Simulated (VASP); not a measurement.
# Al4Pt (Pm-3m) in VASP: further runs, part 2 of 3

VASP 6.6.1.

**3. Single point, PBE**

This run uses another cell than the first one, of 21.78 Å³/atom, 1.554 times its volume.

The input, INCAR:

```
SYSTEM = Al4Pt
PREC = Accurate
ENCUT = 520
EDIFF = 1E-6
ISMEAR = 0
SIGMA = 0.1
LREAL = .FALSE.
LASPH = .TRUE.
NELM = 80
ALGO = Normal
ISIF = 2
LWAVE = .FALSE.
LCHARG = .FALSE.
GGA = PE
NBANDS = 19
```

The input, KPOINTS:

```
Automatic mesh
0
G
  4 4 4
  0 0 0
```

The input, POSCAR:

```
Al4Pt
1.0
    4.7751059444      0.0000000000      0.0000000000
    0.0000000000      4.7751059444      0.0000000000
    0.0000000000      0.0000000000      4.7751059444
Al Pt
4 1
Direct
    0.0000000000      0.5000000000      0.5000000000
    0.5000000000      0.5000000000      0.0000000000
    0.5000000000      0.0000000000      0.5000000000
    0.0000000000      0.0000000000      0.0000000000
    0.5000000000      0.5000000000      0.5000000000
```

Potentials or basis: VASP PAW PBE potentials, release 64 (Al, Pt).

On the command line:

```
cat potpaw_PBE.64/Al/POTCAR potpaw_PBE.64/Pt/POTCAR > POTCAR
mpirun -np 1 vasp_std > vasp.out
```

OUTCAR:

```text
SYSTEM = Al4Pt
   PREC = Accurate
   ENCUT = 520
   EDIFF = 1E-6
   ISMEAR = 0
   LREAL = .FALSE.
   LASPH = .TRUE.
   NELM = 80
   ISIF = 2
   GGA = PE

 ion  position               nearest neighbor table
   1  0.000  0.500  0.500-   5 2.39   5 2.39
   2  0.500  0.500  0.000-   5 2.39   5 2.39
   3  0.500  0.000  0.500-   5 2.39   5 2.39
   4  0.000  0.000  0.000-
   5  0.500  0.500  0.500-   1 2.39   2 2.39   3 2.39   2 2.39   3 2.39   1 2.39

  LATTYP: Found a simple cubic cell.
 ALAT       =     4.7751059444

  Lattice vectors:

 A1 = (   4.7751059444,   0.0000000000,   0.0000000000)
 A2 = (   0.0000000000,   4.7751059444,   0.0000000000)
 A3 = (   0.0000000000,   0.0000000000,   4.7751059444)

Analysis of symmetry for initial positions (statically):
=====================================================================
 Subroutine PRICEL returns:
 Original cell was already a primitive cell.

 Routine SETGRP: Setting up the symmetry group for a
 simple cubic supercell.

 Subroutine GETGRP returns: Found 48 space group operations
 (whereof 48 operations were pure point group operations)
 out of a pool of 48 trial point group operations.

The static configuration has the point symmetry O_h .

Analysis of symmetry for dynamics (positions and initial velocities):
=====================================================================
 Subroutine PRICEL returns:
 Original cell was already a primitive cell.

 Routine SETGRP: Setting up the symmetry group for a
 simple cubic supercell.

 Subroutine GETGRP returns: Found 48 space group operations
 (whereof 48 operations were pure point group operations)
 out of a pool of 48 trial point group operations.

The dynamic configuration has the point symmetry O_h .

 Subroutine INISYM returns: Found 48 space group operations
 (whereof 48 operations are pure point group operations),
 and found     1 'primitive' translations

----------------------------------------------------------------------------------------

                                     Primitive cell

  volume of cell :     108.8802

  direct lattice vectors                    reciprocal lattice vectors
     4.775105944  0.000000000  0.000000000     0.209419437  0.000000000  0.000000000
     0.000000000  4.775105944  0.000000000     0.000000000  0.209419437  0.000000000
     0.000000000  0.000000000  4.775105944     0.000000000  0.000000000  0.209419437

  length of vectors
     4.775105944  4.775105944  4.775105944     0.209419437  0.209419437  0.209419437

  position of ions in fractional coordinates (direct lattice)
     0.000000000  0.500000000  0.500000000
     0.500000000  0.500000000  0.000000000
     0.500000000  0.000000000  0.500000000
     0.000000000  0.000000000  0.000000000
     0.500000000  0.500000000  0.500000000

  ion indices of the primitive-cell ions
   primitive index   ion index
[... 23 lines left out ...]

  Shift w.r.t. Gamma in fractional coordinates (k-lattice)
     0.000000000  0.000000000  0.000000000

 Subroutine IBZKPT returns following result:
 ===========================================

 Found     10 irreducible k-points:

 Following reciprocal coordinates:
            Coordinates               Weight
  0.000000  0.000000  0.000000      1.000000
  0.250000  0.000000  0.000000      6.000000
  0.500000  0.000000  0.000000      3.000000
  0.250000  0.250000  0.000000     12.000000
  0.500000  0.250000  0.000000     12.000000
  0.500000  0.500000  0.000000      3.000000
  0.250000  0.250000  0.250000      8.000000
  0.500000  0.250000  0.250000     12.000000
  0.500000  0.500000  0.250000      6.000000
  0.500000  0.500000  0.500000      1.000000
   k-points           NKPTS =     10   k-points in BZ     NKDIM =     10   number of bands    NBANDS=     19
   number of dos      NEDOS =    301   number of ions     NIONS =      5
   total plane-waves  NPLWV =  46656
   dimension x,y,z NGX =    36 NGY =   36 NGZ =   36
   dimension x,y,z NGXF=    72 NGYF=   72 NGZF=   72
   ions per type =               4   1
   NGX,Y,Z   is equivalent  to a cutoff of  12.53, 12.53, 12.53 a.u.
   NGXF,Y,Z  is equivalent  to a cutoff of  25.07, 25.07, 25.07 a.u.
 SYSTEM =  Al4Pt
   PREC   = accura    normal or accurate (medium, high low for compatibility)
   ISTART =      0    job   : 0-new  1-cont  2-samecut
   ICHARG =      2    charge: 1-file 2-atom 10-const
   ISPIN  =      1    spin polarized calculation?
   LNONCOLLINEAR =      F non collinear calculations
   LSORBIT =      F    spin-orbit coupling
   LASPH  =      T    aspherical Exc in radial PAW
   ENCUT  =  520.0 eV  38.22 Ry    6.18 a.u.   8.88  8.88  8.88*2*pi/ulx,y,z
   NELM   =     80;   NELMIN=  2; NELMDL= -5     # of ELM steps
   EDIFF  = 0.1E-05   stopping-criterion for ELM
   LREAL  =      F    real-space projection
   EDIFFG = 0.1E-04   stopping-criterion for IOM
   NSW    =      0    number of steps for IOM
   IBRION =     -1    ionic relax: 0-MD 1-quasi-New 2-CG
   NFREE  =      0    steps in history (QN), initial steepest desc. (CG)
   ISIF   =      2    stress and relaxation
   ISYM   =      2    0-nonsym 1-usesym 2-fastsym
   POTIM  = 0.5000    time-step for ionic-motion
   TEBEG  =    0.0;   TEEND  =   0.0 temperature during run
   PSTRESS=    0.0 pullay stress
   NELECT =      22.0000    total number of electrons
   NUPDOWN=      -1.0000    fix difference up-down
   EMIN   =  10.00;   EMAX   =-10.00  energy-range for DOS
   EFERMI =   0.00;   METHOD = LEGACY
   ISMEAR =     0;   SIGMA  =   0.10  broadening in eV -4-tet -1-fermi 0-gaus
   EFERMI_NEDOS =   21; number of points for ismear=-14 and -15
   IALGO  =     38    algorithm
   IMIX   =      4    mixing-type and parameters
     AMIX     =   0.40;   BMIX     =  1.00
     AMIX_MAG =   1.60;   BMIX_MAG =  1.00
  volume/ion in A,a.u.               =      21.78       146.95
  Fermi-wavevector in a.u.,A,eV,Ry     =   0.960652  1.815369 12.556165  0.922852
  Thomas-Fermi vector in A             =   2.089955
   LORBIT       =      0    0 simple, 1 ext, 2 COOP (PROOUT), +10 PAW based schemes
   GGA     = PE    functional components
   LHFCALC =     F    Hartree Fock is set to
   AEXX    =    0.0000 exact exchange contribution
   IVDW    =     0    specifies the selected vdW correction
   LEPSILON=     F    determine dielectric tensor
   LRPA    =     F    only Hartree local field effects (RPA)
 non-spin polarized calculation
 Gauss-broadening in eV      SIGMA  =   0.10
  energy-cutoff  :      520.00
  volume of cell :      108.88
 maximum number of plane-waves:      3016
 NGX is ok and might be reduce to    36
   NGX = 17   NGY = 17   NGZ = 17

 number of electron      22.0000002 magnetization

 Free energy of the ion-electron system (eV)
  ---------------------------------------------------
  ext. energy  EPLUGINS =         0.00000000
  ---------------------------------------------------
  free energy    TOTEN  =       -21.22534431 eV

  energy without entropy =      -21.21097609  energy(sigma->0) =      -21.21816020

 E-fermi :   5.8619     XC(G=0):  -9.4649

 val. band max:        5.7806822502   @ k =   0.2500   0.2500   0.2500
 cond. band min:       5.9136838051   @ k =   0.0000   0.0000   0.0000
 fundamental gap:      0.1330015549
 Fermi energy:         5.8619270838

 k-point     1 :       0.0000    0.0000    0.0000
  band No.  band energies     occupation
      1      -3.6683      2.00000
      2      -0.4354      2.00000
      3      -0.4354      2.00000
      4       1.4786      2.00000
      5       1.4786      2.00000
      6       1.4786      2.00000
[... 197 lines left out ...]
      6       0.6682      2.00000
[... 11 lines left out ...]
     18      13.3145      0.00000
     19      13.3145      0.00000

------------------------ aborting loop because EDIFF is reached ----------------------------------------

  FORCE on cell =-STRESS in cart. coord.  units (eV):
  Direction    XX          YY          ZZ          XY          YZ          ZX
  --------------------------------------------------------------------------------------
  -------------------------------------------------------------------------------------
  Total        0.0676692      0.0676692      0.0676692      0.0000000      0.0000000      0.0000000
  in kB        0.9957558      0.9957558      0.9957558      0.0000000      0.0000000      0.0000000
  external PRESSURE =       0.9957558 kB  Pullay stress =       0.0000000 kB

 VOLUME and BASIS-vectors are now :
 -----------------------------------------------------------------------------
  energy-cutoff  :      520.00
  volume of cell :      108.88
      direct lattice vectors                 reciprocal lattice vectors
     4.775105944  0.000000000  0.000000000     0.209419437  0.000000000  0.000000000
     0.000000000  4.775105944  0.000000000     0.000000000  0.209419437  0.000000000
     0.000000000  0.000000000  4.775105944     0.000000000  0.000000000  0.209419437

 POSITION                                       TOTAL-FORCE (eV/Angst)
 -----------------------------------------------------------------------------------
      0.00000      2.38755      2.38755         0.000000      0.000000      0.000000
      2.38755      2.38755      0.00000         0.000000      0.000000      0.000000
      2.38755      0.00000      2.38755         0.000000      0.000000      0.000000
      0.00000      0.00000      0.00000         0.000000      0.000000      0.000000
      2.38755      2.38755      2.38755         0.000000      0.000000      0.000000
 -----------------------------------------------------------------------------------
    total drift:                                0.000000      0.000000      0.000000

  FREE ENERGIE OF THE ION-ELECTRON SYSTEM (eV)
  ---------------------------------------------------
  free  energy   TOTEN  =       -21.2253443119 eV

  energy  without entropy=      -21.2109760851  energy(sigma->0) =      -21.21816020
```

OSZICAR:

```text
N       E                     dE             d eps       ncg     rms          rms(c)
DAV:   1     0.616085477932E+02    0.61609E+02   -0.82888E+03   380   0.929E+02
DAV:   2    -0.184803658430E+02   -0.80089E+02   -0.75910E+02   442   0.152E+02
DAV:   3    -0.219414164512E+02   -0.34611E+01   -0.33748E+01   463   0.290E+01
DAV:   4    -0.219821487780E+02   -0.40732E-01   -0.40701E-01   468   0.357E+00
DAV:   5    -0.219827271210E+02   -0.57834E-03   -0.57833E-03   476   0.476E-01    0.880E+00
DAV:   6    -0.214317393955E+02    0.55099E+00   -0.76085E-01   410   0.604E+00    0.329E+00
DAV:   7    -0.212479707450E+02    0.18377E+00   -0.24758E-01   429   0.273E+00    0.124E+00
DAV:   8    -0.212273892964E+02    0.20581E-01   -0.63786E-02   422   0.191E+00    0.321E-01
DAV:   9    -0.212254066003E+02    0.19827E-02   -0.50029E-03   418   0.338E-01    0.127E-01
DAV:  10    -0.212253582974E+02    0.48303E-04   -0.51917E-04   443   0.147E-01    0.464E-02
DAV:  11    -0.212253442288E+02    0.14069E-04   -0.70271E-05   430   0.638E-02    0.693E-03
DAV:  12    -0.212253443119E+02   -0.83103E-07   -0.56835E-06   432   0.144E-02
   1 F= -.21225344E+02 E0= -.21218160E+02  d E =-.143682E-01
```

Run time: 25 s. Hardware: 1 thread of Intel Xeon 6975P-C, shared host; peak memory 0.21 GiB.

Results:

| Property | Result |
| --- | --- |
| Free energy | -21.2253 eV |
| Pressure | 0.1 GPa |
| Band gap on the k mesh | zero (band 11 reaches 6.61 eV, above the bottom of band 12 at 4.46 eV) |

Levels at points of the mesh, in eV from the Fermi level:
| k point | band 8 | band 9 | band 10 | band 11 | band 12 | band 13 | band 14 | band 15 |
| --- | --- | --- | --- | --- | --- | --- | --- | --- |
| (0.00, 0.00, 0.00) | -2.58 | -2.58 | -2.58 | 0.05 | 0.05 | 2.73 | 2.73 | 2.73 |
| (0.50, 0.00, 0.00) | -1.80 | -1.36 | -1.36 | -0.37 | 0.42 | 0.46 | 0.46 | 1.24 |
| (0.50, 0.50, 0.00) | -4.62 | -3.41 | -0.25 | 0.75 | 0.75 | 0.95 | 1.81 | 1.91 |
| (0.50, 0.50, 0.50) | -4.73 | -4.73 | -4.15 | -1.41 | -1.41 | -1.41 | 6.80 | 6.80 |

Caveat: spin-orbit coupling is left out, which moves the levels of the heavy elements.

[end of part 2 of 3]
